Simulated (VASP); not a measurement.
Input of a VASP 6.6.1 run:

INCAR

```
PREC = Accurate
ENCUT = 520
EDIFF = 1E-7
ISMEAR = 0
SIGMA = 0.02
LREAL = False
LASPH = True
NELM = 100
ALGO = Normal
ISIF = 2
LWAVE = False
LCHARG = True
GGA = PS
LELF = True
LVHAR = True
NBANDS = 60
```

The input KPOINTS:

```
regular mesh
0
Gamma
  6 6 4
```

The input POSCAR:

```
TiO2
1.0
    6.1405140122     -1.8837319719      0.0001586964
    6.1405140122      1.8837319719      0.0001586964
   -1.9240667385      0.0000000000      6.2113873209
Ti O
4 8
Direct
    0.8049203723      0.8049203723      0.7163373342
    0.1009281397      0.1009281397      0.7085269936
    0.1950796277      0.1950796277      0.2836626658
    0.8990718603      0.8990718603      0.2914730064
    0.0582867184      0.0582867184      0.3699061662
    0.6382276382      0.6382276382      0.7050673963
    0.1337835562      0.1337835562      0.0034561970
    0.9417132816      0.9417132816      0.6300938338
    0.7362064607      0.7362064607      0.3481832909
    0.8662164438      0.8662164438      0.9965438030
    0.2637935393      0.2637935393      0.6518167091
    0.3617723618      0.3617723618      0.2949326037
```

Potentials or basis: VASP PAW PBE potentials, release 64 (Ti_sv, O).

Launch:

```bash
$ cat potpaw_PBE.64/Ti_sv/POTCAR potpaw_PBE.64/O/POTCAR > POTCAR
$ mpirun -np 1 vasp_std > vasp.out
```

(1) Predict the band gap on the k mesh.

(2) Estimate the largest force.

(3) Estimate the pressure.

Results:

(1) 2.76 eV (least direct gap 2.93 eV).

(2) 0.625 eV/Å.

(3) -1.9 GPa.

Caveat: the cell differs from its parent crystal (biaxial strain in the a-b plane: +1.0 %); the PAW data sets were made with another functional, which shifts forces and pressure a little.
